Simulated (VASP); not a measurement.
# BeSe2 (Ibam) in VASP: notebook

BeSe2 is run at these levels: PBE; tasks: single point, relaxation of cell and atoms.

All numbers are computed with VASP 6.6.1; they aren't measurements. Logs are shortened: lines on timing, memory, paths and dates and some standing lists are left out, and cuts for length are marked.

### 1 The cell of the first run

It takes space group Ibam (No. 72, orthorhombic). The conventional cell has a = 4.189 Å, b = 9.015 Å, c = 6.225 Å, α = 90.00°, β = 90.00°, γ = 90.00°. Be (site symmetry 222) has 4 Se at 2.28 Å within 3.0 Å. Se (site symmetry m) has 2 Be at 2.28 Å and 1 Se at 2.50 Å within 3.0 Å.

### 2 Single point, PBE

INCAR

```
ALGO = Normal
EDIFF = 1E-6
ENCUT = 520
GGA = PE
ISIF = 2
ISMEAR = 0
LASPH = True
LCHARG = False
LREAL = False
LWAVE = False
NBANDS = 23
NELM = 80
PREC = Accurate
SIGMA = 0.2
```

KPOINTS

```
k-points
0
Gamma
  4 4 4
```

POSCAR

```
BeSe2
1.0
   -2.0943309993      4.5074021375      3.1123470034
    2.0943309993     -4.5074021375      3.1123470034
    2.0943309993      4.5074021375     -3.1123470034
Be Se
2 4
Direct
    0.2500000000      0.2500000000      0.0000000000
    0.7500000000      0.7500000000      0.0000000000
    0.1100990043      0.3176873614      0.4277863656
    0.6100990043      0.1823126386      0.7924116429
    0.3899009957      0.8176873614      0.2075883571
    0.8899009957      0.6823126386      0.5722136344
```

Potentials or basis: VASP PAW PBE potentials, release 64 (Be, Se).

Launch:

```sh
> cat potpaw_PBE.64/Be/POTCAR potpaw_PBE.64/Se/POTCAR > POTCAR
> mpirun -np 1 vasp_std > vasp.out
```

OUTCAR:

```text
EDIFF = 1E-6
   ENCUT = 520
   GGA = PE
   ISIF = 2
   ISMEAR = 0
   LASPH = True
   LREAL = False
   NELM = 80
   PREC = Accurate

 ion  position               nearest neighbor table
   1  0.250  0.250  0.000-   3 2.28   6 2.28   5 2.28   4 2.28
   2  0.750  0.750  0.000-   6 2.28   3 2.28   4 2.28   5 2.28
   3  0.110  0.318  0.428-   1 2.28   2 2.28   6 2.50
   4  0.610  0.182  0.792-   2 2.28   1 2.28   5 2.50
   5  0.390  0.818  0.208-   1 2.28   2 2.28   4 2.50
   6  0.890  0.682  0.572-   2 2.28   1 2.28   3 2.50

  LATTYP: Found a body centered orthorhombic cell.
 ALAT       =     4.1886619986
 B/A-ratio  =     1.4860817151
 C/A-ratio  =     2.1521918641

  Lattice vectors:

 A1 = (   2.0943309993,  -4.5074021375,  -3.1123470034)
 A2 = (  -2.0943309993,  -4.5074021375,   3.1123470034)
 A3 = (  -2.0943309993,   4.5074021375,  -3.1123470034)

Analysis of symmetry for initial positions (statically):
=====================================================================
 Subroutine PRICEL returns:
 Original cell was already a primitive cell.

 Routine SETGRP: Setting up the symmetry group for a
 body centered orthorhombic supercell.

 Subroutine GETGRP returns: Found  8 space group operations
 (whereof  4 operations were pure point group operations)
 out of a pool of  8 trial point group operations.

The static configuration has the point symmetry C_2h.
 The point group associated with its full space group is D_2h.

Analysis of symmetry for dynamics (positions and initial velocities):
=====================================================================
 Subroutine PRICEL returns:
 Original cell was already a primitive cell.

 Routine SETGRP: Setting up the symmetry group for a
 body centered orthorhombic supercell.

 Subroutine GETGRP returns: Found  8 space group operations
 (whereof  4 operations were pure point group operations)
 out of a pool of  8 trial point group operations.

The dynamic configuration has the point symmetry C_2h.
 The point group associated with its full space group is D_2h.

 Subroutine INISYM returns: Found  8 space group operations
 (whereof  4 operations are pure point group operations),
 and found     1 'primitive' translations

----------------------------------------------------------------------------------------

                                     Primitive cell

  volume of cell :     117.5221

  direct lattice vectors                    reciprocal lattice vectors
    -2.094330999  4.507402137  3.112347003     0.000000000  0.110928642  0.160650467
     2.094330999 -4.507402137  3.112347003     0.238739722  0.000000000  0.160650467
     2.094330999  4.507402137 -3.112347003     0.238739722  0.110928642  0.000000000

  length of vectors
     5.864264680  5.864264680  5.864264680     0.195227396  0.287758974  0.263252385

  position of ions in fractional coordinates (direct lattice)
     0.250000000  0.250000000  0.000000000
     0.750000000  0.750000000  0.000000000
     0.110099004  0.317687361  0.427786366
     0.610099004  0.182312639  0.792411643
     0.389900996  0.817687361  0.207588357
     0.889900996  0.682312639  0.572213634

  ion indices of the primitive-cell ions
   primitive index   ion index
                 1           1
                 2           2
                 3           3
                 4           4
                 5           5
                 6           6

----------------------------------------------------------------------------------------

 KPOINTS: k-points

Automatic generation of k-mesh.
 Grid dimensions read from file:
 generate k-points for:    4    4    4

 Generating k-lattice:

  Cartesian coordinates                     Fractional coordinates (reciprocal lattice)
     0.000000000  0.027732161  0.040162617     0.250000000 -0.000000000  0.000000000
     0.059684930  0.000000000  0.040162617    -0.000000000  0.250000000  0.000000000
     0.059684930  0.027732161  0.000000000     0.000000000  0.000000000  0.250000000

  Length of vectors
     0.048806849  0.071939744  0.065813096

  Shift w.r.t. Gamma in fractional coordinates (k-lattice)
     0.000000000  0.000000000  0.000000000

 Subroutine IBZKPT returns following result:
 ===========================================

 Found     18 irreducible k-points:

 Following reciprocal coordinates:
            Coordinates               Weight
  0.000000  0.000000  0.000000      1.000000
  0.250000 -0.000000  0.000000      4.000000
  0.500000 -0.000000  0.000000      2.000000
  0.000000  0.250000 -0.000000      4.000000
  0.250000  0.250000 -0.000000      8.000000
  0.500000  0.250000  0.000000      8.000000
[... 10 lines left out ...]
 -0.250000 -0.250000  0.250000      2.000000
  0.500000  0.500000  0.500000      1.000000
   k-points           NKPTS =     18   k-points in BZ     NKDIM =     18   number of bands    NBANDS=     23
   number of dos      NEDOS =    301   number of ions     NIONS =      6
   total plane-waves  NPLWV = 110592
   dimension x,y,z NGX =    48 NGY =   48 NGZ =   48
   dimension x,y,z NGXF=    96 NGYF=   96 NGZF=   96
   ions per type =               2   4
   NGX,Y,Z   is equivalent  to a cutoff of  13.61, 13.61, 13.61 a.u.
   NGXF,Y,Z  is equivalent  to a cutoff of  27.22, 27.22, 27.22 a.u.
 SYSTEM =  unknown system
   PREC   = accura    normal or accurate (medium, high low for compatibility)
   ISTART =      0    job   : 0-new  1-cont  2-samecut
   ICHARG =      2    charge: 1-file 2-atom 10-const
   ISPIN  =      1    spin polarized calculation?
   LNONCOLLINEAR =      F non collinear calculations
   LSORBIT =      F    spin-orbit coupling
   LASPH  =      T    aspherical Exc in radial PAW
   ENCUT  =  520.0 eV  38.22 Ry    6.18 a.u.  10.90 10.90 10.90*2*pi/ulx,y,z
   NELM   =     80;   NELMIN=  2; NELMDL= -5     # of ELM steps
   EDIFF  = 0.1E-05   stopping-criterion for ELM
   LREAL  =      F    real-space projection
   EDIFFG = 0.1E-04   stopping-criterion for IOM
   NSW    =      0    number of steps for IOM
   IBRION =     -1    ionic relax: 0-MD 1-quasi-New 2-CG
   NFREE  =      0    steps in history (QN), initial steepest desc. (CG)
   ISIF   =      2    stress and relaxation
   ISYM   =      2    0-nonsym 1-usesym 2-fastsym
   POTIM  = 0.5000    time-step for ionic-motion
   TEBEG  =    0.0;   TEEND  =   0.0 temperature during run
   PSTRESS=    0.0 pullay stress
   NELECT =      28.0000    total number of electrons
   NUPDOWN=      -1.0000    fix difference up-down
   EMIN   =  10.00;   EMAX   =-10.00  energy-range for DOS
   EFERMI =   0.00;   METHOD = LEGACY
   ISMEAR =     0;   SIGMA  =   0.20  broadening in eV -4-tet -1-fermi 0-gaus
   EFERMI_NEDOS =   21; number of points for ismear=-14 and -15
   IALGO  =     38    algorithm
   IMIX   =      4    mixing-type and parameters
     AMIX     =   0.40;   BMIX     =  1.00
     AMIX_MAG =   1.60;   BMIX_MAG =  1.00
  volume/ion in A,a.u.               =      19.59       132.18
  Fermi-wavevector in a.u.,A,eV,Ry     =   1.014895  1.917873 14.014153  1.030011
  Thomas-Fermi vector in A             =   2.148149
   LORBIT       =      0    0 simple, 1 ext, 2 COOP (PROOUT), +10 PAW based schemes
   GGA     = PE    functional components
   LHFCALC =     F    Hartree Fock is set to
   AEXX    =    0.0000 exact exchange contribution
   IVDW    =     0    specifies the selected vdW correction
   LEPSILON=     F    determine dielectric tensor
   LRPA    =     F    only Hartree local field effects (RPA)
 non-spin polarized calculation
 Gauss-broadening in eV      SIGMA  =   0.20
  energy-cutoff  :      520.00
  volume of cell :      117.52
 maximum number of plane-waves:      3192
 NGX is ok and might be reduce to    48
   NGX = 21   NGY = 21   NGZ = 21

 number of electron      28.0000001 magnetization

 Free energy of the ion-electron system (eV)
  ---------------------------------------------------
  ext. energy  EPLUGINS =         0.00000000
  ---------------------------------------------------
  free energy    TOTEN  =       -23.70406059 eV

  energy without entropy =      -23.70377030  energy(sigma->0) =      -23.70391544

 E-fermi :   4.0329     XC(G=0):  -9.4734

 val. band max:        3.6777619451   @ k =   0.5000   0.5000  -0.0000
 cond. band min:       4.3527485056   @ k =   0.5000   0.5000   0.5000
 fundamental gap:      0.6749865606
 Fermi energy:         4.0329336105

 k-point     1 :       0.0000    0.0000    0.0000
  band No.  band energies     occupation
      1     -11.3125      2.00000
      2      -9.8201      2.00000
      3      -8.0482      2.00000
      4      -7.4911      2.00000
      5      -1.8839      2.00000
      6      -1.0651      2.00000
[... 15 lines left out ...]
     22      11.0772      0.00000
     23      11.3777      0.00000

 k-point     2 :       0.2500   -0.0000    0.0000
  band No.  band energies     occupation
      1     -11.1255      2.00000
      2     -10.0755      2.00000
      3      -8.0159      2.00000
      4      -7.6265      2.00000
      5      -1.5220      2.00000
      6      -0.7946      2.00000
[... 15 lines left out ...]
     22      10.3366      0.00000
     23      10.7951      0.00000

 k-point     3 :       0.5000   -0.0000    0.0000
  band No.  band energies     occupation
      1     -10.6346      2.00000
      2     -10.6346      2.00000
      3      -7.8699      2.00000
      4      -7.8699      2.00000
      5      -0.4786      2.00000
      6      -0.4786      2.00000
[... 15 lines left out ...]
     22       9.8779      0.00000
     23      10.8541      0.00000
[... 339 lines left out ...]
 k-point    17 :      -0.2500   -0.2500    0.2500
  band No.  band energies     occupation
      1     -10.8483      2.00000
      2     -10.3448      2.00000
      3      -8.3883      2.00000
      4      -7.4033      2.00000
      5      -0.6171      2.00000
      6      -0.5583      2.00000
[... 15 lines left out ...]
     22       9.8066      0.00000
     23      10.0726      0.00000

 k-point    18 :       0.5000    0.5000    0.5000
  band No.  band energies     occupation
      1     -10.7708      2.00000
      2     -10.2619      2.00000
      3      -8.6947      2.00000
      4      -7.3257      2.00000
      5      -2.5505      2.00000
      6      -0.7144      2.00000
[... 15 lines left out ...]
     22       9.2493      0.00000
     23       9.6311      0.00000

------------------------ aborting loop because EDIFF is reached ----------------------------------------

  FORCE on cell =-STRESS in cart. coord.  units (eV):
  Direction    XX          YY          ZZ          XY          YZ          ZX
  --------------------------------------------------------------------------------------
  -------------------------------------------------------------------------------------
  Total       -0.0920894      0.2880709      0.5619054      0.0000000      0.0000000      0.0000000
  in kB       -1.2554531      3.9272664      7.6604473      0.0000000      0.0000000      0.0000000
  external PRESSURE =       3.4440868 kB  Pullay stress =       0.0000000 kB

 VOLUME and BASIS-vectors are now :
 -----------------------------------------------------------------------------
  energy-cutoff  :      520.00
  volume of cell :      117.52
      direct lattice vectors                 reciprocal lattice vectors
    -2.094330999  4.507402137  3.112347003     0.000000000  0.110928642  0.160650467
     2.094330999 -4.507402137  3.112347003     0.238739722  0.000000000  0.160650467
     2.094330999  4.507402137 -3.112347003     0.238739722  0.110928642  0.000000000

 POSITION                                       TOTAL-FORCE (eV/Angst)
 -----------------------------------------------------------------------------------
      0.00000      0.00000      1.55617        -0.000000      0.000000      0.000000
      0.00000      0.00000      4.66852        -0.000000     -0.000000      0.000000
      1.33068      0.99252      0.00000         0.035673      0.018193     -0.000000
      0.76365      5.49992      0.00000        -0.035673      0.018193      0.000000
      1.33068     -0.99252      3.11235         0.035673     -0.018193     -0.000000
      0.76365      3.51488      3.11235        -0.035673     -0.018193      0.000000
 -----------------------------------------------------------------------------------
    total drift:                                0.000000      0.000000     -0.000000

  FREE ENERGIE OF THE ION-ELECTRON SYSTEM (eV)
  ---------------------------------------------------
  free  energy   TOTEN  =       -23.7040605907 eV

  energy  without entropy=      -23.7037702957  energy(sigma->0) =      -23.70391544
```

Wall time 48 s (1 thread of AMD EPYC 7R13 (Zen 3), shared host); peak memory 0.29 GiB.

What came out:

```yaml
Free_energy: -23.7041 eV
Pressure: 0.3 GPa
Largest_force: 0.040 eV/Å
Band_gap_on_the_k_mesh: 0.67 eV, indirect (least direct gap 1.27 eV)
```

Forces in eV/Å, atoms in the order of the input:
```
Be   0.000  0.000  0.000
Be   0.000  0.000  0.000
Se   0.036  0.018  0.000
Se  -0.036  0.018  0.000
Se   0.036 -0.018  0.000
Se  -0.036 -0.018  0.000
```

Caveat: the k points lie up to 0.45 Å⁻¹ apart. A hybrid or GW would open this gap; PBE tends to underestimate it.

(Part 1 of 3 ends here.)
